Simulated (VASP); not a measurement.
# Ca (Pm-3m) in VASP: further runs, part 2 of 2

VASP 6.6.1.

## (3) Single point, PBE

This run uses another cell than the first one, of 17.17 Å³/atom.

The input, INCAR:

```
SYSTEM = Ca
PREC = Accurate
ENCUT = 500
EDIFF = 1E-6
ISMEAR = -1
SIGMA = 0.1
LREAL = .False.
LASPH = .True.
NELM = 120
ALGO = Normal
ISIF = 2
LWAVE = .False.
LCHARG = .False.
GGA = PE
NBANDS = 11
GGA_COMPAT = .False.
```

The input, KPOINTS:

```
Automatic mesh
0
Gamma
  11 11 11
  0 0 0
```

The input, POSCAR:

```
Ca
1.0
    2.5796578297      0.0000000000      0.0000000000
    0.0000000000      2.5796578297      0.0000000000
    0.0000000000      0.0000000000      2.5796578297
Ca
1
Direct
    0.0000000000      0.0000000000      0.0000000000
```

Potentials or basis: VASP PAW PBE potentials, release 64 (Ca_sv).

The run is started by

```bash
> cat potpaw_PBE.64/Ca_sv/POTCAR > POTCAR
> mpirun -np 1 vasp_std > vasp.out
```

OUTCAR:

```text
SYSTEM = Ca
   PREC = Accurate
   ENCUT = 500
   EDIFF = 1E-6
   ISMEAR = -1
   LREAL = .False.
   LASPH = .True.
   NELM = 120
   ISIF = 2
   GGA = PE

 ion  position               nearest neighbor table
   1  0.000  0.000  0.000-

  LATTYP: Found a simple cubic cell.
 ALAT       =     2.5796578297

  Lattice vectors:

 A1 = (   2.5796578297,   0.0000000000,   0.0000000000)
 A2 = (   0.0000000000,   2.5796578297,   0.0000000000)
 A3 = (   0.0000000000,   0.0000000000,   2.5796578297)

Analysis of symmetry for initial positions (statically):
=====================================================================
 Subroutine PRICEL returns:
 Original cell was already a primitive cell.

 Routine SETGRP: Setting up the symmetry group for a
 simple cubic supercell.

 Subroutine GETGRP returns: Found 48 space group operations
 (whereof 48 operations were pure point group operations)
 out of a pool of 48 trial point group operations.

The static configuration has the point symmetry O_h .

Analysis of symmetry for dynamics (positions and initial velocities):
=====================================================================
 Subroutine PRICEL returns:
 Original cell was already a primitive cell.

 Routine SETGRP: Setting up the symmetry group for a
 simple cubic supercell.

 Subroutine GETGRP returns: Found 48 space group operations
 (whereof 48 operations were pure point group operations)
 out of a pool of 48 trial point group operations.

The dynamic configuration has the point symmetry O_h .

 Subroutine INISYM returns: Found 48 space group operations
 (whereof 48 operations are pure point group operations),
 and found     1 'primitive' translations

----------------------------------------------------------------------------------------

                                     Primitive cell

  volume of cell :      17.1667

  direct lattice vectors                    reciprocal lattice vectors
     2.579657830  0.000000000  0.000000000     0.387648311  0.000000000  0.000000000
     0.000000000  2.579657830  0.000000000     0.000000000  0.387648311  0.000000000
     0.000000000  0.000000000  2.579657830     0.000000000  0.000000000  0.387648311

  length of vectors
     2.579657830  2.579657830  2.579657830     0.387648311  0.387648311  0.387648311

  position of ions in fractional coordinates (direct lattice)
     0.000000000  0.000000000  0.000000000

  ion indices of the primitive-cell ions
   primitive index   ion index
                 1           1

----------------------------------------------------------------------------------------

 KPOINTS: Automatic mesh

Automatic generation of k-mesh.
 Grid dimensions read from file:
 generate k-points for:   11   11   11

 Generating k-lattice:

  Cartesian coordinates                     Fractional coordinates (reciprocal lattice)
     0.035240756  0.000000000  0.000000000     0.090909091  0.000000000  0.000000000
     0.000000000  0.035240756  0.000000000     0.000000000  0.090909091  0.000000000
     0.000000000  0.000000000  0.035240756     0.000000000  0.000000000  0.090909091

  Length of vectors
     0.035240756  0.035240756  0.035240756

  Shift w.r.t. Gamma in fractional coordinates (k-lattice)
     0.000000000  0.000000000  0.000000000

 Subroutine IBZKPT returns following result:
 ===========================================

 Found     56 irreducible k-points:

 Following reciprocal coordinates:
            Coordinates               Weight
  0.000000  0.000000  0.000000      1.000000
  0.090909  0.000000  0.000000      6.000000
  0.181818  0.000000  0.000000      6.000000
  0.272727  0.000000  0.000000      6.000000
  0.363636  0.000000  0.000000      6.000000
  0.454545  0.000000  0.000000      6.000000
[... 16 lines left out ...]
  0.181818  0.090909  0.090909     24.000000
  0.272727  0.090909  0.090909     24.000000
 [... further k-points ...]
   k-points           NKPTS =     56   k-points in BZ     NKDIM =     56   number of bands    NBANDS=     11
   number of dos      NEDOS =    301   number of ions     NIONS =      1
   total plane-waves  NPLWV =   8000
   dimension x,y,z NGX =    20 NGY =   20 NGZ =   20
   dimension x,y,z NGXF=    40 NGYF=   40 NGZF=   40
   ions per type =               1
   NGX,Y,Z   is equivalent  to a cutoff of  12.89, 12.89, 12.89 a.u.
   NGXF,Y,Z  is equivalent  to a cutoff of  25.78, 25.78, 25.78 a.u.
 SYSTEM =  Ca
   PREC   = accura    normal or accurate (medium, high low for compatibility)
   ISTART =      0    job   : 0-new  1-cont  2-samecut
   ICHARG =      2    charge: 1-file 2-atom 10-const
   ISPIN  =      1    spin polarized calculation?
   LNONCOLLINEAR =      F non collinear calculations
   LSORBIT =      F    spin-orbit coupling
   LASPH  =      T    aspherical Exc in radial PAW
   ENCUT  =  500.0 eV  36.75 Ry    6.06 a.u.   4.70  4.70  4.70*2*pi/ulx,y,z
   NELM   =    120;   NELMIN=  2; NELMDL= -5     # of ELM steps
   EDIFF  = 0.1E-05   stopping-criterion for ELM
   LREAL  =      F    real-space projection
   EDIFFG = 0.1E-04   stopping-criterion for IOM
   NSW    =      0    number of steps for IOM
   IBRION =     -1    ionic relax: 0-MD 1-quasi-New 2-CG
   NFREE  =      0    steps in history (QN), initial steepest desc. (CG)
   ISIF   =      2    stress and relaxation
   ISYM   =      2    0-nonsym 1-usesym 2-fastsym
   POTIM  = 0.5000    time-step for ionic-motion
   TEBEG  =    0.0;   TEEND  =   0.0 temperature during run
   PSTRESS=    0.0 pullay stress
   NELECT =      10.0000    total number of electrons
   NUPDOWN=      -1.0000    fix difference up-down
   EMIN   =  10.00;   EMAX   =-10.00  energy-range for DOS
   EFERMI =   0.00;   METHOD = LEGACY
   ISMEAR =    -1;   SIGMA  =   0.10  broadening in eV -4-tet -1-fermi 0-gaus
   EFERMI_NEDOS =   21; number of points for ismear=-14 and -15
   IALGO  =     38    algorithm
   IMIX   =      4    mixing-type and parameters
     AMIX     =   0.40;   BMIX     =  1.00
     AMIX_MAG =   1.60;   BMIX_MAG =  1.00
  volume/ion in A,a.u.               =      17.17       115.85
  Fermi-wavevector in a.u.,A,eV,Ry     =   1.367244  2.583717 25.434139  1.869356
  Thomas-Fermi vector in A             =   2.493314
   LORBIT       =      0    0 simple, 1 ext, 2 COOP (PROOUT), +10 PAW based schemes
   GGA     = PE    functional components
   LHFCALC =     F    Hartree Fock is set to
   AEXX    =    0.0000 exact exchange contribution
   IVDW    =     0    specifies the selected vdW correction
   LEPSILON=     F    determine dielectric tensor
   LRPA    =     F    only Hartree local field effects (RPA)
 non-spin polarized calculation
  energy-cutoff  :      500.00
  volume of cell :       17.17
 maximum number of plane-waves:       461
 NGX is ok and might be reduce to    20
   NGX =  9   NGY =  9   NGZ =  9

 number of electron      10.0000004 magnetization

 Free energy of the ion-electron system (eV)
  ---------------------------------------------------
  ext. energy  EPLUGINS =         0.00000000
  ---------------------------------------------------
  free energy    TOTEN  =         0.41893881 eV

  energy without entropy =        0.43447635  energy(sigma->0) =        0.42670758

 E-fermi :   6.8053     XC(G=0): -11.1597

 val. band max:        6.8040129444   @ k =   0.4545   0.4545   0.3636
 cond. band min:       6.8496462453   @ k =   0.0909   0.0000   0.0000
 fundamental gap:      0.0456333009
 Fermi energy:         6.8052854558

 k-point     1 :       0.0000    0.0000    0.0000
  band No.  band energies     occupation
      1     -34.7786      2.00000
      2     -14.2515      2.00000
      3     -14.2515      2.00000
      4     -14.2515      2.00000
      5       2.6757      2.00000
      6       6.7662      1.19285
      7       6.7662      1.19285
      8      14.9328      0.00000
      9      14.9328      0.00000
     10      14.9328      0.00000
     11      24.3872      0.00000
[... 309 lines left out ...]
 k-point    24 :       0.2727    0.0909    0.0909
  band No.  band energies     occupation
      1     -34.4218      2.00000
      2     -15.8244      2.00000
      3     -14.3246      2.00000
      4     -14.2903      2.00000
      5       5.0381      2.00000
      6       7.8825      0.00004
      7       8.8867      0.00000
      8      12.2167      0.00000
      9      12.6377      0.00000
     10      14.4460      0.00000
     11      20.0570      0.00000

 [... further k-points ...]

------------------------ aborting loop because EDIFF is reached ----------------------------------------

  FORCE on cell =-STRESS in cart. coord.  units (eV):
  Direction    XX          YY          ZZ          XY          YZ          ZX
  --------------------------------------------------------------------------------------
  -------------------------------------------------------------------------------------
  Total        5.1488853      5.1488853      5.1488853     -0.0000000     -0.0000000     -0.0000000
  in kB      480.5487877    480.5487877    480.5487877     -0.0000000     -0.0000000     -0.0000000
  external PRESSURE =     480.5487877 kB  Pullay stress =       0.0000000 kB

 VOLUME and BASIS-vectors are now :
 -----------------------------------------------------------------------------
  energy-cutoff  :      500.00
  volume of cell :       17.17
      direct lattice vectors                 reciprocal lattice vectors
     2.579657830  0.000000000  0.000000000     0.387648311  0.000000000  0.000000000
     0.000000000  2.579657830  0.000000000     0.000000000  0.387648311  0.000000000
     0.000000000  0.000000000  2.579657830     0.000000000  0.000000000  0.387648311

 POSITION                                       TOTAL-FORCE (eV/Angst)
 -----------------------------------------------------------------------------------
      0.00000      0.00000      0.00000         0.000000      0.000000      0.000000
 -----------------------------------------------------------------------------------
    total drift:                               -0.000000      0.000000     -0.000000

  FREE ENERGIE OF THE ION-ELECTRON SYSTEM (eV)
  ---------------------------------------------------
  free  energy   TOTEN  =         0.4189388085 eV

  energy  without entropy=        0.4344763472  energy(sigma->0) =        0.42670758
```

OSZICAR:

```text
N       E                     dE             d eps       ncg     rms          rms(c)
DAV:   1     0.736668648547E+02    0.73667E+02   -0.55264E+03  1240   0.926E+02
DAV:   2     0.160812165508E+01   -0.72059E+02   -0.70817E+02  1337   0.240E+02
DAV:   3     0.342671065327E+00   -0.12655E+01   -0.12583E+01  1549   0.319E+01
DAV:   4     0.312942284230E+00   -0.29729E-01   -0.29700E-01  1443   0.426E+00
DAV:   5     0.312034250484E+00   -0.90803E-03   -0.90800E-03  1517   0.573E-01    0.287E+00
DAV:   6     0.387562389898E+00    0.75528E-01   -0.29855E-02  1817   0.115E+00    0.150E+00
DAV:   7     0.419551325208E+00    0.31989E-01   -0.40614E-02  1907   0.121E+00    0.177E-01
DAV:   8     0.418924123411E+00   -0.62720E-03   -0.19661E-03  1879   0.458E-01    0.245E-02
DAV:   9     0.418935764708E+00    0.11641E-04   -0.88099E-05  1557   0.849E-02    0.190E-02
DAV:  10     0.418938294912E+00    0.25302E-05   -0.37809E-06  1379   0.199E-02    0.161E-03
DAV:  11     0.418938808501E+00    0.51359E-06   -0.60307E-07  1141   0.468E-03
   1 F= 0.41893881E+00 E0= 0.42670758E+00  d E =-.155375E-01
```

Run time: 7.6 s. Hardware: 1 thread of AMD EPYC 7R13 (Zen 3), shared host; peak memory 0.1 GiB.

What came out:

| Item | Value |
| --- | --- |
| Free energy | 0.4189 eV |
| Pressure | 48.1 GPa |
| Band gap on the k mesh | zero (bands 5 and 6 overlap by 0.77 eV) |

Caveat: the cell stands under pressure.

## (4) Single point, PBE

This run uses another cell than the first one, of 17.52 Å³/atom.

INCAR is that of step 3.

KPOINTS is that of step 3.

The input, POSCAR:

```
Ca
1.0
    2.5974491356      0.0000000000      0.0000000000
    0.0000000000      2.5974491356      0.0000000000
    0.0000000000      0.0000000000      2.5974491356
Ca
1
Direct
    0.0000000000      0.0000000000      0.0000000000
```

The run is started by

```bash
> cat potpaw_PBE.64/Ca_sv/POTCAR > POTCAR
> mpirun -np 1 vasp_std > vasp.out
```

It took 7.3 s on 1 thread of AMD EPYC 7R13 (Zen 3), shared host; peak memory 0.1 GiB.

Results (log left out):

| Quantity | Value |
| --- | --- |
| Free energy | 0.3144 eV |
| Pressure | 45.5 GPa |
| Band gap on the k mesh | zero (bands 5 and 6 overlap by 0.65 eV) |

Levels at points of the mesh, in eV from the Fermi level:
```tsv
k point	band 3	band 4	band 5	band 6	band 7	band 8
(0.00, 0.00, 0.00)	-21.12	-21.12	-4.18	0.00	0.00	8.00
```

Caveat: the cell stands under pressure.

## (5) Single point, PBE

This run uses another cell than the first one, of 17.88 Å³/atom.

The input, INCAR:

```
  PREC = Accurate
  ENCUT = 500
  EDIFF = 1E-6
  ISMEAR = -1
  SIGMA = 0.1
  LREAL = F
  LASPH = T
  NELM = 120
  ALGO = Normal
  ISIF = 2
  LWAVE = F
  LCHARG = F
  GGA = PE
  NBANDS = 11
  GGA_COMPAT = F
```

The input, KPOINTS:

```
Automatic mesh
0
Gamma
  11 11 11
```

The input, POSCAR:

```
Ca
1.0
    2.6150000000      0.0000000000      0.0000000000
    0.0000000000      2.6150000000      0.0000000000
    0.0000000000      0.0000000000      2.6150000000
Ca
1
Direct
    0.0000000000      0.0000000000      0.0000000000
```

The run is started by

```bash
> cat potpaw_PBE.64/Ca_sv/POTCAR > POTCAR
> mpirun -np 1 vasp_std > vasp.out
```

Wall time 7.2 s (1 thread of AMD EPYC 7R13 (Zen 3), shared host); peak memory 0.1 GiB.

Results (log left out):

* Free energy: 0.2152 eV
* Pressure: 43.2 GPa
* Band gap on the k mesh: zero (bands 5 and 6 overlap by 0.54 eV)

Levels at points of the mesh, in eV from the Fermi level:
```csv
k point,band 3,band 4,band 5,band 6,band 7,band 8
"(0.00, 0.00, 0.00)",-21.17,-21.17,-4.21,0.04,0.04,7.88
```

Caveat: the cell stands under pressure.

## (6) Summary

```tsv
cell	gap on the mesh (eV)	pressure (GPa)
a = 2.562 Å, 1 atom	none	50.9
a = 2.580 Å, 1 atom	none	48.1
a = 2.597 Å, 1 atom	none	45.5
a = 2.615 Å, 1 atom	none	43.2
```

Alike in all rows: task single point; level PBE; potentials or basis VASP PAW PBE potentials, release 64 (Ca_sv); no spin polarisation; k mesh 11 × 11 × 11; cutoff (eV) 500; smearing fermi-dirac 0.1 eV.

Caveats: the cell stands under pressure.

Absolute energies hang on the potentials; compare differences alone.
